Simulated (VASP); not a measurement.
A run of VASP 6.6.1 is set up as follows.

Contents of INCAR:

```
PREC = Accurate
ENCUT = 520
EDIFF = 1E-6
ISMEAR = 0
SIGMA = 0.1
LREAL = False
LASPH = True
NELM = 80
ALGO = Normal
ISIF = 2
LWAVE = False
LCHARG = False
GGA = PE
NBANDS = 21
```

KPOINTS

```
regular mesh
0
Gamma
  6 6 2
```

The input POSCAR:

```
Si5C
1.0
    2.7148010627      0.0000000000      0.0000000000
    0.0000000000      2.7148010627      0.0000000000
    0.0000000000      0.0000000000     10.4158395724
Si C
5 1
Direct
    0.5000000000      0.5000000000      0.1144019066
    0.0000000000      0.0000000000      0.3162549157
    0.5000000000      0.5000000000      0.5000000000
    0.0000000000      0.0000000000      0.6837450843
    0.5000000000      0.5000000000      0.8855980934
    0.0000000000      0.0000000000      0.0000000000
```

Potentials or basis: VASP PAW PBE potentials, release 64 (Si, C).

Launch:

```console
$ cat potpaw_PBE.64/Si/POTCAR potpaw_PBE.64/C/POTCAR > POTCAR
$ mpirun -np 1 vasp_std > vasp.out
```

Q: Predict the pressure.

A: -0.1 GPa.

Q: Estimate the band gap on the k mesh.

A: Zero (bands 12 and 13 overlap by 6.26 eV).

Forces on the atoms (eV/Å):
```
Si   0.000  0.000  0.002
Si   0.000  0.000 -0.001
Si   0.000  0.000  0.000
Si   0.000  0.000  0.001
Si   0.000  0.000 -0.002
C    0.000  0.000  0.000
```

Caveat: the k points lie up to 0.39 Å⁻¹ apart, too coarse for converged energies and pressures of a metal.
